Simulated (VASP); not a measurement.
Si:

```xyz
1
Lattice="0.0000 2.0000 2.0000 2.0000 0.0000 2.0000 2.0000 2.0000 0.0000" Properties=species:S:1:pos:R:3 pbc="T T T"
Si    0.0000    0.0000    0.0000
```

This isn't the form of Si at room conditions, which is diamond.

```yaml
Program: VASP 6.6.1
Task: relaxation of cell and atoms
Functional: PBE
Potentials_or_basis: VASP PAW PBE potentials, release 64 (Si)
Cutoff: 500 eV
k_mesh: 17 × 17 × 17
Occupations: fermi-dirac, width 0.1 eV
Spin: no spin polarisation
```

At the start: pressure -6.4 GPa; volume 16.00 Å³/atom.

**Question.** How do energy, volume and symmetry change on relaxing?

**Answer.** Over 3 steps the energy falls by 32.2 meV/atom and the volume is 14.50 Å³/atom (-9.4 %); space group Fm-3m (No. 225, to 0.1 Å) before and after.

Step by step:
```tsv
step	energy change (eV)	largest force (eV/Å)	pressure (GPa)	volume (Å³)
1	0.0000	0.0000	-6.35	16.00
2	-0.0321	0.0000	-0.41	14.58
3	-0.0322	0.0000	-0.01	14.50
```

Final structure:
```xyz
1
Lattice="0.0000 1.9355 1.9355 1.9355 0.0000 1.9355 1.9355 1.9355 0.0000" Properties=species:S:1:pos:R:3 pbc="T T T"
Si    0.0000    0.0000    0.0000
```
